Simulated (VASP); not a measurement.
# MgO (P6_3/mmc) in VASP: single point with LDA

Aim: the single point of MgO with LDA.

Everything below comes from runs of VASP 6.6.1. Logs are shortened: lines on timing, memory, paths and dates and some standing lists are left out, and cuts for length are marked.

### 1 The cell of the first run

Symmetry: P6_3/mmc, No. 194, hexagonal system. The conventional cell has a = 3.452 Å, b = 3.452 Å, c = 4.140 Å, α = 90.00°, β = 90.00°, γ = 120.00°. Mg (site symmetry -6m2) has 5 O at 1.99 to 2.07 Å within 2.6 Å. Within 2.6 Å of O (site symmetry -6m2) lie 5 Mg at 1.99 to 2.07 Å.

### 2 Single point, LDA

File INCAR:

```
SYSTEM = MgO
ALGO     = Normal         ! electronic algorithm
EDIFF    = 1E-6           ! SCF threshold, eV
ENCUT    = 840            ! plane-wave cutoff, eV
GGA      = CA             ! functional
GGA_COMPAT= .False.      
ISIF     = 2              ! what is computed and relaxed
ISMEAR   = 0              ! smearing method
LASPH    = .True.         ! aspherical terms in the spheres
LCHARG   = .False.        ! write CHGCAR
LREAL    = .False.        ! projectors in reciprocal space
LWAVE    = .False.        ! write WAVECAR
NBANDS   = 60             ! bands
NELM     = 120            ! most SCF steps
PREC     = Accurate       ! precision mode
SIGMA    = 0.05           ! smearing width, eV
```

File KPOINTS:

```
k-points
0
Gamma
  8 8 2
  0 0 0
```

File POSCAR:

```
MgO
1.0
   -3.4517839558      0.0000000000      0.0000000000
   -1.7258919779     -2.9893325941      0.0000000000
    0.0000000000      0.0000000000     12.4189476803
Mg O
6 6
Direct
    0.6666666667      0.6666666667      0.2500000000
    0.6666666667      0.6666666667      0.5833333333
    0.6666666667      0.6666666667      0.9166666667
    0.3333333333      0.3333333333      0.0833333333
    0.3333333333      0.3333333333      0.4166666667
    0.3333333333      0.3333333333      0.7500000000
    0.6666666667      0.6666666667      0.0833333333
    0.6666666667      0.6666666667      0.4166666667
    0.6666666667      0.6666666667      0.7500000000
    0.3333333333      0.3333333333      0.2500000000
    0.3333333333      0.3333333333      0.5833333333
    0.3333333333      0.3333333333      0.9166666667
```

Potentials or basis: VASP PAW LDA potentials, release 64 (Mg_sv, O).

Command:

```console
> cat potpaw_LDA.64/Mg_sv/POTCAR potpaw_LDA.64/O/POTCAR > POTCAR
> mpirun -np 1 vasp_std > vasp.out
```

OUTCAR:

```text
SYSTEM = MgO
   EDIFF = 1E-6
   ENCUT = 840
   GGA = CA
   ISIF = 2
   ISMEAR = 0
   LASPH = .True.
   LREAL = .False.
   NELM = 120
   PREC = Accurate

 ion  position               nearest neighbor table
   1  0.667  0.667  0.250-  10 1.99  10 1.99  10 1.99   8 2.07   7 2.07
   2  0.667  0.667  0.583-  11 1.99  11 1.99  11 1.99   8 2.07   9 2.07
   3  0.667  0.667  0.917-  12 1.99  12 1.99  12 1.99   7 2.07   9 2.07
   4  0.333  0.333  0.083-   7 1.99   7 1.99   7 1.99  12 2.07  10 2.07
   5  0.333  0.333  0.417-   8 1.99   8 1.99   8 1.99  11 2.07  10 2.07
   6  0.333  0.333  0.750-   9 1.99   9 1.99   9 1.99  11 2.07  12 2.07
   7  0.667  0.667  0.083-   4 1.99   4 1.99   4 1.99   3 2.07   1 2.07
   8  0.667  0.667  0.417-   5 1.99   5 1.99   5 1.99   2 2.07   1 2.07
   9  0.667  0.667  0.750-   6 1.99   6 1.99   6 1.99   3 2.07   2 2.07
  10  0.333  0.333  0.250-   1 1.99   1 1.99   1 1.99   4 2.07   5 2.07
  11  0.333  0.333  0.583-   2 1.99   2 1.99   2 1.99   5 2.07   6 2.07
  12  0.333  0.333  0.917-   3 1.99   3 1.99   3 1.99   4 2.07   6 2.07

  LATTYP: Found a hexagonal cell.
 ALAT       =     3.4517839558
 C/A-ratio  =     3.5978345804

  Lattice vectors:

 A1 = (   1.7258919779,   2.9893325941,   0.0000000000)
 A2 = (  -3.4517839558,   0.0000000000,   0.0000000000)
 A3 = (   0.0000000000,   0.0000000000,  12.4189476803)

Analysis of symmetry for initial positions (statically):
=====================================================================
 Subroutine PRICEL returns following result:

  LATTYP: Found a hexagonal cell.
 ALAT       =     3.4517839558
 C/A-ratio  =     1.1992781934

  Lattice vectors:

 A1 = (   1.7258919779,   2.9893325941,   0.0000000000)
 A2 = (  -3.4517839558,   0.0000000000,   0.0000000000)
 A3 = (   0.0000000000,   0.0000000000,   4.1396492264)

   3 primitive cells build up your supercell.

 Routine SETGRP: Setting up the symmetry group for a
 hexagonal supercell.

 Subroutine GETGRP returns: Found 24 space group operations
 (whereof 12 operations were pure point group operations)
 out of a pool of 24 trial point group operations.

The static configuration has the point symmetry D_3d.
 The point group associated with its full space group is D_6h.

Analysis of symmetry for dynamics (positions and initial velocities):
=====================================================================
 Subroutine PRICEL returns following result:

  LATTYP: Found a hexagonal cell.
 ALAT       =     3.4517839558
 C/A-ratio  =     1.1992781934

  Lattice vectors:

 A1 = (   1.7258919779,   2.9893325941,   0.0000000000)
 A2 = (  -3.4517839558,   0.0000000000,   0.0000000000)
 A3 = (   0.0000000000,   0.0000000000,   4.1396492264)

   3 primitive cells build up your supercell.

 Routine SETGRP: Setting up the symmetry group for a
 hexagonal supercell.

 Subroutine GETGRP returns: Found 24 space group operations
 (whereof 12 operations were pure point group operations)
 out of a pool of 24 trial point group operations.

The dynamic configuration has the point symmetry D_3d.
 The point group associated with its full space group is D_6h.

 Subroutine INISYM returns: Found 24 space group operations
 (whereof 12 operations are pure point group operations),
 and found     3 'primitive' translations

----------------------------------------------------------------------------------------

                                     Primitive cell

  volume of cell :      42.7151

  direct lattice vectors                    reciprocal lattice vectors
     1.725891978  2.989332594  0.000000000     0.000000000  0.334522830  0.000000000
    -3.451783956  0.000000000  0.000000000    -0.289705269  0.167261415  0.000000000
     0.000000000  0.000000000  4.139649226     0.000000000  0.000000000  0.241566361

  length of vectors
     3.451783956  3.451783956  4.139649226     0.334522830  0.334522830  0.241566361

  position of ions in fractional coordinates (direct lattice)
     0.333333333  0.666666667  0.750000000
     0.666666667  0.333333333  0.250000000
     0.333333333  0.666666667  0.250000000
     0.666666667  0.333333333  0.750000000

  ion indices of the primitive-cell ions
   primitive index   ion index
                 1           1
                 2           4
                 3           7
                 4          10

----------------------------------------------------------------------------------------

 KPOINTS: k-points

Automatic generation of k-mesh.
 Grid dimensions read from file:
 generate k-points for:    8    8    2

 Generating k-lattice:

  Cartesian coordinates                     Fractional coordinates (reciprocal lattice)
    -0.036213159  0.020907677  0.000000000     0.125000000 -0.000000000  0.000000000
     0.000000000 -0.041815354  0.000000000     0.000000000  0.125000000  0.000000000
     0.000000000  0.000000000  0.040261060     0.000000000  0.000000000  0.500000000

  Length of vectors
     0.041815354  0.041815354  0.040261060

  Shift w.r.t. Gamma in fractional coordinates (k-lattice)
     0.000000000  0.000000000  0.000000000

 Subroutine IBZKPT returns following result:
 ===========================================

 Found     20 irreducible k-points:

 Following reciprocal coordinates:
            Coordinates               Weight
  0.000000  0.000000  0.000000      1.000000
  0.125000  0.000000  0.000000      6.000000
  0.250000  0.000000  0.000000      6.000000
  0.375000  0.000000  0.000000      6.000000
  0.500000  0.000000  0.000000      3.000000
  0.250000  0.125000  0.000000      6.000000
[... 12 lines left out ...]
  0.500000  0.250000  0.500000      6.000000
 -0.375000  0.250000  0.500000      6.000000
   k-points           NKPTS =     20   k-points in BZ     NKDIM =     20   number of bands    NBANDS=     60
   number of dos      NEDOS =    301   number of ions     NIONS =     12
   total plane-waves  NPLWV = 155520
   dimension x,y,z NGX =    36 NGY =   36 NGZ =  120
   dimension x,y,z NGXF=    72 NGYF=   72 NGZF=  240
   ions per type =               6   6
   NGX,Y,Z   is equivalent  to a cutoff of  17.34, 17.34, 16.06 a.u.
   NGXF,Y,Z  is equivalent  to a cutoff of  34.68, 34.68, 32.13 a.u.
 SYSTEM =  MgO
   PREC   = accura    normal or accurate (medium, high low for compatibility)
   ISTART =      0    job   : 0-new  1-cont  2-samecut
   ICHARG =      2    charge: 1-file 2-atom 10-const
   ISPIN  =      1    spin polarized calculation?
   LNONCOLLINEAR =      F non collinear calculations
   LSORBIT =      F    spin-orbit coupling
   LASPH  =      T    aspherical Exc in radial PAW
   ENCUT  =  840.0 eV  61.74 Ry    7.86 a.u.   8.16  8.16 29.35*2*pi/ulx,y,z
   NELM   =    120;   NELMIN=  2; NELMDL= -5     # of ELM steps
   EDIFF  = 0.1E-05   stopping-criterion for ELM
   LREAL  =      F    real-space projection
   EDIFFG = 0.1E-04   stopping-criterion for IOM
   NSW    =      0    number of steps for IOM
   IBRION =     -1    ionic relax: 0-MD 1-quasi-New 2-CG
   NFREE  =      0    steps in history (QN), initial steepest desc. (CG)
   ISIF   =      2    stress and relaxation
   ISYM   =      2    0-nonsym 1-usesym 2-fastsym
   POTIM  = 0.5000    time-step for ionic-motion
   TEBEG  =    0.0;   TEEND  =   0.0 temperature during run
   PSTRESS=    0.0 pullay stress
   NELECT =      96.0000    total number of electrons
   NUPDOWN=      -1.0000    fix difference up-down
   EMIN   =  10.00;   EMAX   =-10.00  energy-range for DOS
   EFERMI =   0.00;   METHOD = LEGACY
   ISMEAR =     0;   SIGMA  =   0.05  broadening in eV -4-tet -1-fermi 0-gaus
   EFERMI_NEDOS =   21; number of points for ismear=-14 and -15
   IALGO  =     38    algorithm
   IMIX   =      4    mixing-type and parameters
     AMIX     =   0.40;   BMIX     =  1.00
     AMIX_MAG =   1.60;   BMIX_MAG =  1.00
  volume/ion in A,a.u.               =      10.68        72.06
  Fermi-wavevector in a.u.,A,eV,Ry     =   1.486840  2.809721 30.078324  2.210694
  Thomas-Fermi vector in A             =   2.600076
   LORBIT       =      0    0 simple, 1 ext, 2 COOP (PROOUT), +10 PAW based schemes
   GGA     = CA    functional components
   LHFCALC =     F    Hartree Fock is set to
   AEXX    =    0.0000 exact exchange contribution
   IVDW    =     0    specifies the selected vdW correction
   LEPSILON=     F    determine dielectric tensor
   LRPA    =     F    only Hartree local field effects (RPA)
 non-spin polarized calculation
 Gauss-broadening in eV      SIGMA  =   0.05
  energy-cutoff  :      840.00
  volume of cell :      128.15
 maximum number of plane-waves:      7106
 NGX is ok and might be reduce to    36
   NGX = 17   NGY = 17   NGZ = 59

 number of electron      96.0000010 magnetization

 Free energy of the ion-electron system (eV)
  ---------------------------------------------------
  ext. energy  EPLUGINS =         0.00000000
  ---------------------------------------------------
  free energy    TOTEN  =       -78.44985060 eV

  energy without entropy =      -78.44985060  energy(sigma->0) =      -78.44985060

 E-fermi :   1.8634     XC(G=0): -11.0314

 val. band max:        1.6137802228   @ k =   0.0000   0.0000   0.0000
 cond. band min:       5.1033060445   @ k =   0.0000   0.0000   0.0000
 fundamental gap:      3.4895258218
 Fermi energy:         1.8634191212

 k-point     1 :       0.0000    0.0000    0.0000
  band No.  band energies     occupation
      1     -69.5905      2.00000
      2     -69.5865      2.00000
      3     -69.5865      2.00000
      4     -69.5785      2.00000
      5     -69.5785      2.00000
      6     -69.5746      2.00000
[... 52 lines left out ...]
     59      14.0315      0.00000
     60      14.0783      0.00000

 k-point     2 :       0.1250    0.0000    0.0000
  band No.  band energies     occupation
      1     -69.5898      2.00000
      2     -69.5860      2.00000
      3     -69.5860      2.00000
      4     -69.5787      2.00000
      5     -69.5787      2.00000
      6     -69.5749      2.00000
[... 1131 lines left out ...]
      4     -69.5815      2.00000
      5     -69.5806      2.00000
      6     -69.5806      2.00000
[... 52 lines left out ...]
     59      13.2298      0.00000
     60      13.2298      0.00000

------------------------ aborting loop because EDIFF is reached ----------------------------------------

  FORCE on cell =-STRESS in cart. coord.  units (eV):
  Direction    XX          YY          ZZ          XY          YZ          ZX
  --------------------------------------------------------------------------------------
  -------------------------------------------------------------------------------------
  Total        0.3612697      0.3612697      0.3247552      0.0000000      0.0000000      0.0000000
  in kB        4.5168895      4.5168895      4.0603549      0.0000000      0.0000000      0.0000000
  external PRESSURE =       4.3647113 kB  Pullay stress =       0.0000000 kB

 VOLUME and BASIS-vectors are now :
 -----------------------------------------------------------------------------
  energy-cutoff  :      840.00
  volume of cell :      128.15
      direct lattice vectors                 reciprocal lattice vectors
    -3.451783956  0.000000000  0.000000000    -0.289705269  0.167261415  0.000000000
    -1.725891978 -2.989332594  0.000000000     0.000000000 -0.334522830  0.000000000
     0.000000000  0.000000000 12.418947680     0.000000000  0.000000000  0.080522120

 POSITION                                       TOTAL-FORCE (eV/Angst)
 -----------------------------------------------------------------------------------
     -3.45178     -1.99289      3.10474        -0.000000      0.000000      0.000000
     -3.45178     -1.99289      7.24439        -0.000000      0.000000      0.000000
     -3.45178     -1.99289     11.38404         0.000000      0.000000      0.000000
     -1.72589     -0.99644      1.03491         0.000000     -0.000000      0.000000
     -1.72589     -0.99644      5.17456         0.000000     -0.000000      0.000000
     -1.72589     -0.99644      9.31421         0.000000     -0.000000      0.000000
     -3.45178     -1.99289      1.03491        -0.000000      0.000000     -0.000000
     -3.45178     -1.99289      5.17456        -0.000000      0.000000      0.000000
     -3.45178     -1.99289      9.31421        -0.000000      0.000000     -0.000000
     -1.72589     -0.99644      3.10474        -0.000000      0.000000      0.000000
     -1.72589     -0.99644      7.24439        -0.000000     -0.000000     -0.000000
     -1.72589     -0.99644     11.38404        -0.000000      0.000000      0.000000
 -----------------------------------------------------------------------------------
    total drift:                                0.000001     -0.000003     -0.000003

  FREE ENERGIE OF THE ION-ELECTRON SYSTEM (eV)
  ---------------------------------------------------
  free  energy   TOTEN  =       -78.4498505984 eV

  energy  without entropy=      -78.4498505984  energy(sigma->0) =      -78.44985060
```

Wall time 4.5 min (1 thread of Intel Xeon Platinum 8488C (Sapphire Rapids), shared host); peak memory 0.42 GiB.

What came out:

```
Free energy            : -78.4499 eV
Pressure               : 0.4 GPa
Band gap on the k mesh : 3.49 eV
```

Levels at points of the mesh, in eV from the valence-band top:
```csv
k point,band 46,band 47,band 48,band 49,band 50,band 51
"(0.00, 0.00, 0.00)",-0.85,-0.85,0.00,3.49,5.17,5.17
"(0.50, 0.00, 0.00)",-0.60,-0.60,-0.54,6.91,7.10,7.10
"(0.00, 0.00, 0.50)",-0.92,-0.52,-0.52,4.03,4.03,6.50
"(0.50, 0.00, 0.50)",-0.86,-0.71,-0.71,6.97,6.97,7.25
```
